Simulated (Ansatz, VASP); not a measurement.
## Two plane-wave programs on YSc

```xyz
2
Lattice="3.3983 0.0000 0.0000 -1.6991 2.9430 0.0000 0.0000 0.0000 5.2326" Properties=species:S:1:pos:R:3 pbc="T T T"
Y     0.0000    0.0000    0.0000
Sc    0.0000    1.9620    2.6163
```

Alike in both runs: functional LDA; k mesh 15 × 15 × 8; occupations gaussian, width 0.1 eV; no spin polarisation.

Ansatz relaxed the structure, and its values are those at the end. VASP's run is a single point on that final structure, the one shown.

|  | VASP | Ansatz |
| --- | --- | --- |
| version | VASP 6.6.1 | Ansatz 0.2.0 |
| potentials or method | VASP PAW LDA potentials, release 64 (Y_sv, Sc_sv), cutoff 520 eV | scalar-relativistic, plane waves, PAW |
| valence electrons in the cell | 22 | 22 |

|  | VASP | Ansatz | Ansatz less VASP |
| --- | --- | --- | --- |
| gap on the k mesh at the Fermi level (eV) | none | none | - |
| pressure (GPa) | -0.1 | 0.0 | +0.07 |

LDA's correlation is that of Perdew and Zunger in VASP and of Perdew and Wang (1992) in Ansatz. A gap of «none» marks a metal or a gap that the smearing closes.
